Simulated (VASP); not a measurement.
Here is a VASP 6.6.1 calculation.

Contents of POSCAR:

```
BP
1.0
    0.0000000000      2.3136819823      2.2498250669
    2.3136819823      0.0000000000      2.2498250669
    2.3136819823      2.3136819823      0.0000000000
B P
1 1
Direct
    0.0000000000      0.0000000000      0.0000000000
    0.2500000000      0.2500000000      0.2500000000
```

The input INCAR.step1:

```
PREC = Accurate
ENCUT = 520
ISMEAR = 0
SIGMA = 0.01
LREAL = False
LASPH = True
NELM = 60
NBANDS = 11
GGA = PE
ALGO = Normal
EDIFF = 1E-4
LWAVE = True
LCHARG = False
```

File INCAR.step2:

```
PREC = Accurate
ENCUT = 520
EDIFF = 1E-6
ISMEAR = 0
SIGMA = 0.01
LREAL = False
LASPH = True
NELM = 60
ALGO = Normal
ISIF = 2
LWAVE = False
LCHARG = False
METAGGA = R2SCAN
LMIXTAU = True
NBANDS = 11
ISTART = 1
```

File KPOINTS:

```
regular mesh
0
Gamma
  10 10 10
```

Potentials or basis: VASP PAW PBE potentials, release 64 (B, P).

The run is started by

```bash
$ cat potpaw_PBE.64/B/POTCAR potpaw_PBE.64/P/POTCAR > POTCAR
$ cp INCAR.step1 INCAR
$ mpirun -np 1 vasp_std > vasp.out
$ cp INCAR.step2 INCAR
$ mpirun -np 1 vasp_std > vasp.out
```

Question: Estimate the pressure.

Answer: -5.5 GPa.

Question: Predict the band gap on the k mesh.

Answer: 1.05 eV, indirect (least direct gap 3.30 eV).

Stress tensor (GPa, compression positive):
```
-8.03  0.00  0.00
 0.00 -8.03  0.00
 0.00  0.00 -0.46
```

Caveat: the cell differs from its parent crystal (epitaxial xy strain +2.0%); the PAW data sets were made with another functional, which shifts forces and pressure a little. A k mesh can miss the band edges.
